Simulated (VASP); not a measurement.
# Ga (P-1) in VASP: notebook, part 2 of 2

VASP 6.6.1. Earlier steps stand in the parts before.

### Step 3. Electric field gradients, LDA (shortest bond scaled by 0.88)

File INCAR:

```
PREC     = Accurate       # precision mode
ENCUT    = 400            # plane-wave cutoff, eV
EDIFF    = 1E-8           # SCF threshold, eV
ISMEAR   = -1             # smearing method
SIGMA    = 0.05           # smearing width, eV
LREAL    = False          # projectors in reciprocal space
LASPH    = True           # aspherical terms in the spheres
NELM     = 120            # most SCF steps
ALGO     = Normal         # electronic algorithm
ISIF     = 2              # what is computed and relaxed
LWAVE    = False          # write WAVECAR
LCHARG   = False          # write CHGCAR
GGA      = CA             # functional
LEFG     = True         
NBANDS   = 20             # bands
GGA_COMPAT= False
```

File KPOINTS:

```
regular mesh
0
Gamma
  11 11 9
```

File POSCAR:

```
Ga
1.0
    1.3830000000     -4.0265000000      0.0000000000
    1.3830000000      4.0265000000      0.0000000000
   -0.1174474948      0.0000000000      3.3299294416
Ga
2
Direct
    0.8847200000      0.1152800000      0.2200000000
    0.1152800000      0.8847200000      0.7800000000
```

Potentials or basis: VASP PAW LDA potentials, release 64 (Ga_d).

On the command line:

```sh
> cat potpaw_LDA.64/Ga_d/POTCAR > POTCAR
> mpirun -np 1 vasp_std > vasp.out
```

OUTCAR:

```text
PREC = Accurate
   ENCUT = 400
   EDIFF = 1E-8
   ISMEAR = -1
   LREAL = False
   LASPH = True
   NELM = 120
   ISIF = 2
   GGA = CA

 ion  position               nearest neighbor table
   1  0.885  0.115  0.220-   2 2.37   2 2.63
   2  0.115  0.885  0.780-   1 2.37   1 2.63

  LATTYP: Found a base centered monoclinic cell.
 ALAT       =     2.7660000000
 B/A-ratio  =     2.9114244396
 C/A-ratio  =     1.2046276211
 COS(beta)  =    -0.0352483478

  Lattice vectors:

 A1 = (   1.3830000000,  -4.0265000000,   0.0000000000)
 A2 = (   1.3830000000,   4.0265000000,   0.0000000000)
 A3 = (  -0.1174474948,   0.0000000000,   3.3299294416)

Analysis of symmetry for initial positions (statically):
=====================================================================
 Subroutine PRICEL returns:
 Original cell was already a primitive cell.

 Routine SETGRP: Setting up the symmetry group for a
 base centered monoclinic supercell.

 Subroutine GETGRP returns: Found  2 space group operations
 (whereof  2 operations were pure point group operations)
 out of a pool of  4 trial point group operations.

The static configuration has the point symmetry S_2 .

Analysis of symmetry for dynamics (positions and initial velocities):
=====================================================================
 Subroutine PRICEL returns:
 Original cell was already a primitive cell.

 Routine SETGRP: Setting up the symmetry group for a
 base centered monoclinic supercell.

 Subroutine GETGRP returns: Found  2 space group operations
 (whereof  2 operations were pure point group operations)
 out of a pool of  4 trial point group operations.

The dynamic configuration has the point symmetry S_2 .

 Subroutine INISYM returns: Found  2 space group operations
 (whereof  2 operations are pure point group operations),
 and found     1 'primitive' translations

----------------------------------------------------------------------------------------

                                     Primitive cell

  volume of cell :      37.0864

  direct lattice vectors                    reciprocal lattice vectors
     1.383000000 -4.026500000  0.000000000     0.361532899 -0.124177325  0.012751361
     1.383000000  4.026500000  0.000000000     0.361532899  0.124177325  0.012751361
    -0.117447495  0.000000000  3.329929442     0.000000000  0.000000000  0.300306663

  length of vectors
     4.257392541  4.257392541  3.332000000     0.382476983  0.382476983  0.300306663

  position of ions in fractional coordinates (direct lattice)
     0.884720000  0.115280000  0.220000000
     0.115280000  0.884720000  0.780000000

  ion indices of the primitive-cell ions
   primitive index   ion index
                 1           1
                 2           2

----------------------------------------------------------------------------------------

 KPOINTS: regular mesh

[... 70 lines left out ...]
   NSW    =      0    number of steps for IOM
   IBRION =     -1    ionic relax: 0-MD 1-quasi-New 2-CG
   NFREE  =      0    steps in history (QN), initial steepest desc. (CG)
   ISIF   =      2    stress and relaxation
   ISYM   =      2    0-nonsym 1-usesym 2-fastsym
   POTIM  = 0.5000    time-step for ionic-motion
   TEBEG  =    0.0;   TEEND  =   0.0 temperature during run
   PSTRESS=    0.0 pullay stress
   NELECT =      26.0000    total number of electrons
   NUPDOWN=      -1.0000    fix difference up-down
   EMIN   =  10.00;   EMAX   =-10.00  energy-range for DOS
   EFERMI =   0.00;   METHOD = LEGACY
   ISMEAR =    -1;   SIGMA  =   0.05  broadening in eV -4-tet -1-fermi 0-gaus
   EFERMI_NEDOS =   21; number of points for ismear=-14 and -15
   IALGO  =     38    algorithm
   IMIX   =      4    mixing-type and parameters
     AMIX     =   0.40;   BMIX     =  1.00
     AMIX_MAG =   1.60;   BMIX_MAG =  1.00
  volume/ion in A,a.u.               =      18.54       125.14
  Fermi-wavevector in a.u.,A,eV,Ry     =   1.454323  2.748273 28.777089  2.115056
  Thomas-Fermi vector in A             =   2.571487
   LORBIT       =      0    0 simple, 1 ext, 2 COOP (PROOUT), +10 PAW based schemes
   GGA     = CA    functional components
   LHFCALC =     F    Hartree Fock is set to
   AEXX    =    0.0000 exact exchange contribution
   IVDW    =     0    specifies the selected vdW correction
   LEPSILON=     F    determine dielectric tensor
   LRPA    =     F    only Hartree local field effects (RPA)
 non-spin polarized calculation
  energy-cutoff  :      400.00
  volume of cell :       37.09
 maximum number of plane-waves:       687
   NGX = 13   NGY = 13   NGZ = 11

 number of electron      26.0000033 magnetization

 Free energy of the ion-electron system (eV)
  ---------------------------------------------------
  ext. energy  EPLUGINS =         0.00000000
  ---------------------------------------------------
  free energy    TOTEN  =        -6.89134223 eV

  energy without entropy =       -6.88399416  energy(sigma->0) =       -6.88766819

 E-fermi :   5.3810     XC(G=0): -11.3503

 val. band max:        5.3799426376   @ k =   0.0000  -0.4545   0.0000
 cond. band min:       5.3814513452   @ k =   0.4545   0.2727  -0.2222
 fundamental gap:      0.0015087076
 Fermi energy:         5.3809738723

 k-point     1 :       0.0000    0.0000    0.0000
  band No.  band energies     occupation
      1     -10.0686      2.00000
      2      -9.9402      2.00000
      3      -9.9043      2.00000
      4      -9.7951      2.00000
      5      -9.6394      2.00000
      6      -9.5488      2.00000
[... 541 lines left out ...]
     19      16.1195      0.00000
     20      19.0698      0.00000

 [... further k-points ...]

------------------------ aborting loop because EDIFF is reached ----------------------------------------

  FORCE on cell =-STRESS in cart. coord.  units (eV):
  Direction    XX          YY          ZZ          XY          YZ          ZX
  --------------------------------------------------------------------------------------
  -------------------------------------------------------------------------------------
  Total       -1.3988663      0.4789752      0.4100375     -0.0643576      1.1855078      0.0246098
  in kB      -60.4326841     20.6922983     17.7141043     -2.7803254     51.2153437      1.0631708
  external PRESSURE =      -7.3420938 kB  Pullay stress =       0.0000000 kB

 VOLUME and BASIS-vectors are now :
 -----------------------------------------------------------------------------
  energy-cutoff  :      400.00
  volume of cell :       37.09
      direct lattice vectors                 reciprocal lattice vectors
     1.383000000 -4.026500000  0.000000000     0.361532899 -0.124177325  0.012751361
     1.383000000  4.026500000  0.000000000     0.361532899  0.124177325  0.012751361
    -0.117447495  0.000000000  3.329929442     0.000000000  0.000000000  0.300306663

 POSITION                                       TOTAL-FORCE (eV/Angst)
 -----------------------------------------------------------------------------------
      1.35716     -3.09815      0.73258        -0.021186      1.458653      0.624441
      1.29139      3.09815      2.59734         0.021186     -1.458653     -0.624441
 -----------------------------------------------------------------------------------
    total drift:                                0.000000      0.000000      0.000000

  FREE ENERGIE OF THE ION-ELECTRON SYSTEM (eV)
  ---------------------------------------------------
  free  energy   TOTEN  =        -6.8913422267 eV

  energy  without entropy=       -6.8839941630  energy(sigma->0) =       -6.88766819

 Electric field gradients (V/A^2)
---------------------------------------------------------------------
 ion       V_xx      V_yy      V_zz      V_xy      V_xz      V_yz
---------------------------------------------------------------------
   1       7.975   -23.570    15.596     1.967     0.332   -12.532
   2       7.975   -23.570    15.596     1.967     0.332   -12.532
---------------------------------------------------------------------

 Electric field gradients after diagonalization (V/A^2)
 (convention: |V_zz| > |V_xx| > |V_yy|)
----------------------------------------------------------------------
 ion       V_xx      V_yy      V_zz     asymmetry (V_yy - V_xx)/ V_zz
----------------------------------------------------------------------
   1      19.267     8.081   -27.348       0.409
   2      19.267     8.081   -27.348       0.409
----------------------------------------------------------------------

           NMR quadrupolar parameters

 Cq : quadrupolar parameter    Cq=e*Q*V_zz/h
 eta: asymmetry parameters     (V_yy - V_xx)/ V_zz
 Q  : nuclear electric quadrupole moment in mb (millibarn)
----------------------------------------------------------------------
 ion       Cq(MHz)       eta       Q (mb)
----------------------------------------------------------------------
   1      -0.066       0.409       1.000
   2      -0.066       0.409       1.000
----------------------------------------------------------------------
```

Run time: 1.8 min. Hardware: 1 thread of Intel Xeon 6975P-C (Granite Rapids), shared host; peak memory 0.31 GiB.

What came out:

* Free energy: -6.8913 eV
* Pressure: -0.7 GPa
* Largest force: 1.587 eV/Å
* Band gap on the k mesh: zero (bands 13 and 14 overlap by 7.16 eV)
* Largest electric field gradient by atom: Ga -27.3 V/Å²

Forces on the atoms (eV/Å):
```
Ga  -0.021  1.459  0.624
Ga   0.021 -1.459 -0.624
```

Levels at points of the mesh, in eV from the Fermi level:
```csv
k point,band 10,band 11,band 12,band 13,band 14,band 15,band 16,band 17
"(0.00, 0.00, 0.00)",-14.70,-11.29,-2.10,-1.70,1.65,5.28,9.46,10.42
```

Electric field gradients, principal values (V/Å²):
| atom | least | middle | greatest (by size) |
| --- | --- | --- | --- |
| 1 Ga | 8.081 | 19.267 | -27.348 |
| 2 Ga | 8.081 | 19.267 | -27.348 |

Caveat: the cell differs from its parent crystal (shortest bond scaled by 0.88); the stress differs along the axes, from -6 to 2 GPa; without QUAD_EFG the Cq values of the log hold for a quadrupole moment of 1 mb, not for the nuclei; forces of over 1 eV/Å act on the atoms, so gaps and moduli don't describe the material at rest.
